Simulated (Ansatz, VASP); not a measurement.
## ZnO in VASP and in Ansatz

The input POSCAR:

```
ZnO
1.0
    3.0578012714      0.0000000000      0.0000000000
   -1.5289006357      2.6481335808      0.0000000000
    0.0000000000      0.0000000000      5.8763559445
Zn O
2 2
Direct
    0.3333333333      0.6666666667      0.0000000000
    0.6666666667      0.3333333333      0.5000000000
    0.3333333333      0.6666666667      0.3821000000
    0.6666666667      0.3333333333      0.8821000000
```

The input INCAR.step1:

```
SYSTEM = ZnO
  ALGO = Normal
  EDIFF = 1E-4
  ENCUT = 520
  GGA = PE
  ISMEAR = 0
  LASPH = .True.
  LCHARG = .False.
  LREAL = .False.
  LWAVE = .True.
  NBANDS = 26
  NELM = 80
  PREC = Accurate
  SIGMA = 0.05
```

File INCAR.step2:

```
SYSTEM = ZnO
  ALGO = Normal
  EDIFF = 1E-6
  ENCUT = 520
  ISIF = 2
  ISMEAR = 0
  ISTART = 1
  LASPH = .True.
  LCHARG = .False.
  LMIXTAU = .True.
  LREAL = .False.
  LWAVE = .False.
  METAGGA = R2SCAN
  NBANDS = 26
  NELM = 80
  PREC = Accurate
  SIGMA = 0.05
```

KPOINTS

```
k-points
0
Gamma
  12 12 6
  0 0 0
```

Input for Ansatz:

```yaml
crystal:
  lattice:
    - [3.0578012714, 0.0, 0.0]
    - [-1.5289006357, 2.6481335808, 0.0]
    - [0.0, 0.0, 5.8763559445]
  atoms:
    - { symbol: Zn, position: [0.3333333333, 0.6666666667, 0.0] }
    - { symbol: Zn, position: [0.6666666667, 0.3333333333, 0.5] }
    - { symbol: O, position: [0.3333333333, 0.6666666667, 0.3821] }
    - { symbol: O, position: [0.6666666667, 0.3333333333, 0.8821] }
basis:
  ecutwfc: 500
kpoints:
  mp_grid: { grid: [12, 12, 6] }
hamiltonian:
  xc: r2scan
scf:
  occupations: { method: gaussian, width: 0.05 }
output:
  forces: true
  stress: true
  eigenvalues: true
```

Alike in both runs: task single point; functional r2SCAN; k mesh 12 × 12 × 6; occupations gaussian, width 0.05 eV; no spin polarisation.

|  | VASP | Ansatz |
| --- | --- | --- |
| version | VASP 6.6.1 | Ansatz 0.2.0 |
| potentials or method | VASP PAW PBE potentials, release 64 (Zn, O), cutoff 520 eV | scalar-relativistic, plane waves, PAW |
| valence electrons in the cell | 36 | 36 |

Ansatz gave:

| Property | Result |
| --- | --- |
| gap on the k mesh at the Fermi level (eV) | 0.75 |
| least direct gap on the mesh (eV) | 0.75 |
| pressure (GPa) | 5.6 |
| traceless stress, the component that is largest in VASP (GPa) | -22.36 |
| rms of the force components (eV/Å) | 0.472 |

**Question.** What did VASP give for the same quantities?

**Answer.** gap on the k mesh at the Fermi level (eV): 0.73; least direct gap on the mesh (eV): 0.73; pressure (GPa): 6.8; traceless stress, the component that is largest in VASP (GPa): -23.33; rms of the force components (eV/Å): 0.516.

VASP's potentials were made for PBE, not for r2SCAN. Atom by atom the forces differ by 0.044 eV/Å (rms over components).
